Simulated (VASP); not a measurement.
Ga2S:

```
Ga S
1.0
     0.00000    3.01858    3.01858
     3.01858    0.00000    3.01858
     3.01858    3.01858    0.00000
Ga S
2 1
Cartesian
  1.5093 1.5093 1.5093
  4.5279 4.5279 4.5279
  0.0000 0.0000 0.0000
```

- Program: VASP 6.6.1
- Task: relaxation of cell and atoms
- Functional: PBE
- Potentials or basis: VASP PAW PBE potentials, release 64 (Ga_d, S)
- Cutoff: 600 eV
- k mesh: 6 × 6 × 6
- Occupations: gaussian, width 0.1 eV
- Spin: no spin polarisation

At the start: pressure 13.6 GPa; volume 18.34 Å³/atom.

**Question.** How do energy, volume and symmetry change on relaxing?

**Answer.** Over 4 steps the energy falls by 224.5 meV/atom and the volume is 25.09 Å³/atom (+36.8 %); space group Fm-3m (No. 225, to 0.1 Å) before and after.

Step by step:
```csv
step,energy change (eV),largest force (eV/Å),pressure (GPa),volume (Å³)
1,0.0000,0.0000,13.56,55.01
2,-0.6276,0.0000,2.89,68.31
3,-0.6654,0.0000,-0.86,77.74
4,-0.6734,0.0000,-0.16,75.27
```

Final structure:
```xyz
3
Lattice="0.0000 3.3512 3.3512 3.3512 0.0000 3.3512 3.3512 3.3512 0.0000" Properties=species:S:1:pos:R:3 pbc="T T T"
Ga    1.6756    1.6756    1.6756
Ga    5.0268    5.0268    5.0268
S     0.0000    0.0000    0.0000
```

Caveat: the volume moved by over 15 % at a fixed basis, so the end points are rough.
